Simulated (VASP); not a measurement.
## SiB2Ir2: relaxation of cell and atoms with r2SCAN

SiB2Ir2:

```xyz
5
Lattice="0.0000 3.5205 0.0000 3.5205 0.0000 0.0000 1.7603 1.7603 -5.1027" Properties=species:S:1:pos:R:3 pbc="T T T"
Ir    1.7603    3.5205   -2.5514
Ir    3.5205    1.7603   -2.5514
B     1.7603    1.7603   -1.2757
B     3.5205    3.5205   -3.8270
Si    0.0000    0.0000    0.0000
```

```yaml
Program: VASP 6.6.1
Task: relaxation of cell and atoms
Functional: r2SCAN
Potentials_or_basis: VASP PAW PBE potentials, release 64 (Ir, B, Si)
Cutoff: 600 eV
k_mesh: 6 × 6 × 6
Occupations: methfessel-paxton, width 0.0109 eV
Spin: no spin polarisation
Dipole_correction: no
Further_INCAR_settings: ALGO = Normal; EDIFF = 1e-07; IBRION = 2; EDIFFG = -0.01; NSW = 80; ISIF = 3
```

- Relaxed volume: 11.48 Å³/atom
- Relaxed cell: a = 3.919 Å, b = 3.919 Å, c = 4.653 Å, α = 65.09°, β = 65.09°, γ = 90.00°
- Space group after relaxing (to 0.1 Å): I4/mmm (No. 139)
- Energy gained by relaxing: 783.1 meV/atom
- Ionic steps: 20
- Pressure after relaxing: 0.0 GPa
- Largest force after relaxing: 0.008 eV/Å
- Band gap on the k mesh: zero (bands 14 and 15 overlap by 1.06 eV)

Forces on the atoms (eV/Å):
```
Ir   0.000  0.000  0.000
Ir   0.000  0.000  0.000
B    0.000  0.000  0.008
B    0.000  0.000 -0.008
Si   0.000  0.000  0.000
```

The path:
| step | energy change (eV) | largest force (eV/Å) | pressure (GPa) | volume (Å³) |
| --- | --- | --- | --- | --- |
| 1 | 0.0000 | 0.0708 | 17.43 | 63.24 |
| 2 | -0.9116 | 1.2658 | -29.27 | 75.61 |
| 3 | -1.2273 | 1.1970 | -17.89 | 70.93 |
| 4 | -3.0442 | 1.8939 | -10.57 | 62.97 |
| 5 | -3.2169 | 2.7000 | -7.40 | 61.01 |
| 6 | -3.2432 | 2.9675 | -5.49 | 60.15 |
| 7 | -3.6114 | 0.2510 | 11.54 | 54.65 |
| 8 | -3.6824 | 1.7696 | 5.39 | 56.02 |
| 9 | -3.7518 | 1.9469 | -5.67 | 58.39 |
| 10 | -3.8221 | 0.2883 | -1.92 | 57.42 |
| 11 | -3.9132 | 0.2017 | 0.92 | 57.18 |
| 12 | -3.9136 | 0.1996 | 1.16 | 57.15 |
| 13 | -3.9136 | 0.2002 | 1.09 | 57.16 |
| 14 | -3.9135 | 0.1516 | -1.27 | 57.72 |
| 15 | -3.9155 | 0.0179 | -0.09 | 57.43 |
| 16 | -3.9155 | 0.0142 | -0.08 | 57.44 |
| 17 | -3.9149 | 0.0738 | -0.70 | 57.58 |
| 18 | -3.9155 | 0.0106 | -0.14 | 57.45 |
| 19 | -3.9155 | 0.0252 | 0.15 | 57.40 |
| 20 | -3.9155 | 0.0085 | 0.00 | 57.42 |

Final structure:
```yaml
crystal:
  lattice:
    - [0.00000, 3.91934, 0.00000]
    - [3.91934, 0.00000, 0.00000]
    - [1.95967, 1.95967, -3.73820]
  atoms:
    - { symbol: Ir, position: [0.75000, 0.25000, 0.50000] }
    - { symbol: Ir, position: [0.25000, 0.75000, 0.50000] }
    - { symbol: B, position: [0.38854, 0.38854, 0.22292] }
    - { symbol: B, position: [0.61146, 0.61146, 0.77708] }
    - { symbol: Si, position: [0.00000, 0.00000, 0.00000] }
```

Levels at points of the mesh, in eV from the Fermi level:
| k point | band 11 | band 12 | band 13 | band 14 | band 15 | band 16 | band 17 | band 18 |
| --- | --- | --- | --- | --- | --- | --- | --- | --- |
| (0.00, 0.00, 0.00) | -1.56 | -1.31 | 0.08 | 0.08 | 0.77 | 1.36 | 2.92 | 2.92 |
| (0.50, 0.00, 0.00) | -3.78 | -3.58 | -1.86 | 0.43 | 1.34 | 2.01 | 2.15 | 2.25 |
| (0.50, 0.50, 0.00) | -2.86 | -2.39 | -2.04 | -1.72 | 1.03 | 1.31 | 1.78 | 2.61 |
| (0.00, 0.00, 0.50) | -2.94 | -2.94 | -2.69 | -1.28 | 0.76 | 2.63 | 4.98 | 6.45 |

Wall time 33 min on 1 thread of Intel(R) Xeon(R) Platinum 8259CL CPU @ 2.50GHz (Skylake/Cascade Lake), on a shared host, peak memory 0.25 GiB.

Caveat: a cell axis changed by over 15 % at a fixed basis, so the end point is rough; the PAW data sets were made with another functional, which shifts forces and pressure a little; spin-orbit coupling is left out, which moves the levels of the heavy elements.
